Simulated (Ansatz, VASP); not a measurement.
# Two plane-wave programs on Li2O

```xyz
3
Lattice="0.0000 2.3269 2.3269 2.3269 0.0000 2.3269 2.3269 2.3269 0.0000" Properties=species:S:1:pos:R:3 pbc="T T T"
Li    3.4903    3.4903    3.4903
Li    1.1634    1.1634    1.1634
O     0.0000    0.0000    0.0000
```

Alike in both runs: task single point; functional r2SCAN; k mesh 6 × 6 × 6; occupations gaussian, width 0.1 eV; no spin polarisation.

|  | VASP | Ansatz |
| --- | --- | --- |
| version | VASP 6.6.1 | Ansatz 0.2.0 |
| potentials or method | VASP PAW PBE potentials, release 64 (Li_sv, O), cutoff 830 eV | scalar-relativistic, plane waves, PAW |
| valence electrons in the cell | 12 | 12 |

```tsv
	VASP	Ansatz	Ansatz less VASP
gap on the k mesh at the Fermi level (eV)	5.62	5.65	+0.030
least direct gap on the mesh (eV)	5.90	5.80	-0.099
pressure (GPa)	-4.5	-4.1	+0.36
```

VASP's potentials were made for PBE, not for r2SCAN.
